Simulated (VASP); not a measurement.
Crystal: GaN (CsCl type).

```xyz
2
Lattice="2.7144 0.0000 0.0000 0.0000 2.7144 0.0000 0.0000 0.0000 2.7144" Properties=species:S:1:pos:R:3 pbc="T T T"
Ga    0.0000    0.0000    0.0000
N     1.3572    1.3572    1.3572
```

| Property | Result |
| --- | --- |
| Program | VASP 6.6.1 |
| Task | relaxation of cell and atoms |
| Functional | PBE |
| Potentials or basis | VASP PAW PBE potentials, release 64 (Ga_d, N) |
| Cutoff | 600 eV |
| k mesh | 14 × 14 × 14 |
| Occupations | fermi-dirac, width 0.08 eV |
| Spin | no spin polarisation |

At the start: pressure 5.4 GPa; volume 10.00 Å³/atom.

Task: How do energy, volume and symmetry change on relaxing?

Result: Over 3 steps the energy falls by 5.6 meV/atom and the volume is 10.35 Å³/atom (+3.5 %); space group Pm-3m (No. 221, to 0.05 Å).

Step by step:
| step | energy change (eV) | largest force (eV/Å) | pressure (GPa) | volume (Å³) |
| --- | --- | --- | --- | --- |
| 1 | 0.0000 | 0.0000 | 5.40 | 20.00 |
| 2 | -0.0094 | 0.0000 | -1.97 | 20.99 |
| 3 | -0.0113 | 0.0000 | -0.01 | 20.69 |

Final structure:
```
Ga N
1.0
     2.74543    0.00000    0.00000
     0.00000    2.74543    0.00000
     0.00000    0.00000    2.74543
Ga N
1 1
Direct
  0.00000 0.00000 0.00000
  0.50000 0.50000 0.50000
```
